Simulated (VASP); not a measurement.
System: PbSe, a slab with vacuum.

```
CELL_PARAMETERS angstrom
4.40905 0.00504 -0.00828
-0.00526 4.40521 0.00196
-2.22441 -2.19984 12.04626
ATOMIC_POSITIONS crystal
Pb 0.18221 0.20025 0.38615
Pb 0.80136 0.81359 0.61484
Se 0.67835 0.69818 0.38013
Se 0.30198 0.31813 0.62086
```

Base run:

```yaml
Program: VASP 6.6.1
Functional: PBE
Potentials_or_basis: VASP PAW PBE potentials, release 64 (Pb_d, Se)
Cutoff: 520 eV
k_mesh: 4 × 4 × 1
Occupations: gaussian, width 0.05 eV
Spin: no spin polarisation
```

Its results: band gap on the k mesh 1.66 eV; largest force 0.056 eV/Å.

Q: The run is repeated on the same cell with these changes: functional from PBE to PBE-based screened hybrid with 25 % exact exchange; further incar settings from ALGO = Normal; EDIFF = 1e-07; NBANDS = 28 to ALGO = Normal; EDIFF = 1e-06; NBANDS = 28. What comes out?

A: Band gap on the k mesh 2.44 eV (least direct gap 2.45 eV); largest force 0.281 eV/Å.

Caveats: spin-orbit coupling is left out, which moves the levels of the heavy elements; the PAW data sets were made with another functional, which shifts forces and pressure a little (at least some runs).

A k mesh can miss the band edges.
